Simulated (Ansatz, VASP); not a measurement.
## One calculation of Ti, two programs

```
Ti
1.0
     2.58995    0.00000    0.00000
     0.00000    2.58995    0.00000
     0.00000    0.00000    2.58995
Ti
1
Direct
  0.00000 0.00000 0.00000
```

Alike in both runs: task single point; functional LDA; k mesh 14 × 14 × 14; occupations fermi-dirac, width 0.1 eV; no spin polarisation.

|  | VASP | Ansatz |
| --- | --- | --- |
| version | VASP 6.6.1 | Ansatz 0.2.0 |
| potentials or method | VASP PAW LDA potentials, release 64 (Ti_sv), cutoff 520 eV | plane waves (420 eV) with PAW, scalar-relativistic |
| valence electrons in the cell | 12 | 12 |

|  | VASP | Ansatz | Ansatz less VASP |
| --- | --- | --- | --- |
| pressure (GPa) | -3.5 | -3.5 | 0.00 |

Ansatz warns that its potentials were made for another functional, while VASP's fit it. LDA's correlation is that of Perdew and Zunger in VASP and of Perdew and Wang (1992) in Ansatz.
